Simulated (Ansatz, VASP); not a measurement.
# Two plane-wave programs on Os

File POSCAR:

```
Os
1.0
    0.0000000000      1.9450000000      2.0033500000
    1.9450000000      0.0000000000      2.0033500000
    1.9450000000      1.9450000000      0.0000000000
Os
1
Direct
    0.0000000000      0.0000000000      0.0000000000
```

INCAR.step1

```
SYSTEM = Os
PREC = Accurate
ENCUT = 520
ISMEAR = 0
SIGMA = 0.15
LREAL = .False.
LASPH = .True.
NELM = 100
NBANDS = 10
GGA = PE
ALGO = Normal
EDIFF = 1E-4
LWAVE = .True.
LCHARG = .False.
```

The input INCAR.step2:

```
SYSTEM = Os
PREC = Accurate
ENCUT = 520
EDIFF = 1E-7
ISMEAR = 0
SIGMA = 0.15
LREAL = .False.
LASPH = .True.
NELM = 100
ALGO = Normal
ISIF = 2
LWAVE = .False.
LCHARG = .False.
METAGGA = R2SCAN
LMIXTAU = .True.
NBANDS = 10
ISTART = 1
```

File KPOINTS:

```
regular mesh
0
Gamma
  20 20 20
  0 0 0
```

Input for Ansatz:

```yaml
crystal:
  lattice:
    - [0.0, 1.945, 2.00335]
    - [1.945, 0.0, 2.00335]
    - [1.945, 1.945, 0.0]
  atoms:
    - { symbol: Os, position: [0.0, 0.0, 0.0] }
basis:
  ecutwfc: 500
kpoints:
  mp_grid: { grid: [20, 20, 20] }
hamiltonian:
  xc: r2scan
scf:
  occupations: { method: gaussian, width: 0.15 }
output:
  forces: true
  stress: true
  eigenvalues: true
  write_density: true
  write_potential: true
  elf: true
  volumetric_format: npy
```

Change from the starting cell: strain +0.000 along x and y, +0.030 along z, atoms carried along.

Alike in both runs: task single point; functional r2SCAN; k mesh 20 × 20 × 20; occupations gaussian, width 0.15 eV; no spin polarisation.

```csv
,VASP,Ansatz
version,VASP 6.6.1,Ansatz 0.2.0
potentials or method,"VASP PAW PBE potentials, release 64 (Os), cutoff 520 eV","scalar-relativistic, plane waves, PAW"
valence electrons in the cell,8,16
```

Ansatz gave:

* gap on the k mesh at the Fermi level (eV): none
* pressure (GPa): -26.0
* traceless stress, the component that is largest in VASP (GPa): -5.41

Task: What did VASP give for the same quantities?

Result: gap on the k mesh at the Fermi level (eV): none; pressure (GPa): -25.6; traceless stress, the component that is largest in VASP (GPa): -5.38.

VASP's potentials were made for PBE, not for r2SCAN. A gap of «none» marks a metal or a gap that the smearing closes. VASP's potentials hold 8 valence electrons a cell and Ansatz's 16, so a difference there can come from the potentials and not from the codes.

Neither program's run includes spin-orbit coupling.
